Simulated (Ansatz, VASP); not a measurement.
**Two plane-wave programs on HgTe**

```xyz
2
Lattice="0.0000 3.1352 3.1352 3.1352 0.0000 3.1352 3.1352 3.1352 0.0000" Properties=species:S:1:pos:R:3 pbc="T T T"
Hg    0.0000    0.0000    0.0000
Te    4.7029    4.7029    4.7029
```

Alike in both runs: task single point; functional PBE; k mesh 12 × 12 × 12; occupations gaussian, width 0.1 eV; no spin polarisation.

|  | VASP | Ansatz |
| --- | --- | --- |
| version | VASP 6.6.1 | Ansatz 0.2.0 |
| potentials or method | VASP PAW PBE potentials, release 64 (Hg, Te), cutoff 520 eV | scalar-relativistic, plane waves, PAW |
| valence electrons in the cell | 18 | 36 |

Ansatz gave:

| Item | Value |
| --- | --- |
| gap on the k mesh at the Fermi level (eV) | none |
| pressure (GPa) | 9.5 |

Problem. What did VASP give for the same quantities?

Solution. gap on the k mesh at the Fermi level (eV): none; pressure (GPa): 9.7.

A gap of «none» marks a metal or a gap that the smearing closes. The functional is the same, so the differences come from potentials, cutoffs and numerics. VASP's potentials hold 18 valence electrons a cell and Ansatz's 36, so a difference there can come from the potentials and not from the codes.

Neither program's run includes spin-orbit coupling.
